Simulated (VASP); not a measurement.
**Zn: single point with PBE**

The system is Zn.

```xyz
2
Lattice="2.6700 0.0000 0.0000 -1.3350 2.3123 0.0000 0.0000 0.0000 4.9660" Properties=species:S:1:pos:R:3 pbc="T T T"
Zn    1.3350    0.7708    3.7245
Zn    0.0000    1.5415    1.2415
```

```
Program             : VASP 6.6.1
Task                : single point
Functional          : PBE
Potentials or basis : VASP PAW PBE potentials, release 64 (Zn)
Cutoff              : 520 eV
k mesh              : 11 × 11 × 6
Occupations         : methfessel-paxton, width 0.2 eV
Spin                : no spin polarisation
```

- Pressure: -0.4 GPa
- Band gap on the k mesh: zero (band 12 reaches 4.77 eV, above the bottom of band 13 at -0.01 eV)

Stress tensor (GPa, compression positive):
```
-0.08  0.00  0.00
 0.00 -0.08  0.00
 0.00  0.00 -0.92
```

Levels at points of the mesh, in eV from the Fermi level:
```
           k point  band 8  band 9  band 10  band 11  band 12  band 13  band 14  band 15  band 16  band 17
(0.00, 0.00, 0.00)   -7.16   -7.16    -6.96    -6.96    -3.47    -2.94    13.62    17.25    17.49    17.49
(0.00, 0.00, 0.50)   -7.47   -7.04    -7.04    -7.04    -7.04     4.66     4.66    18.77    18.77    18.77
```

Run time: 21 s on 1 thread of Intel(R) Xeon(R) 6975P-C (Granite Rapids), on a shared host, peak memory 0.15 GiB.
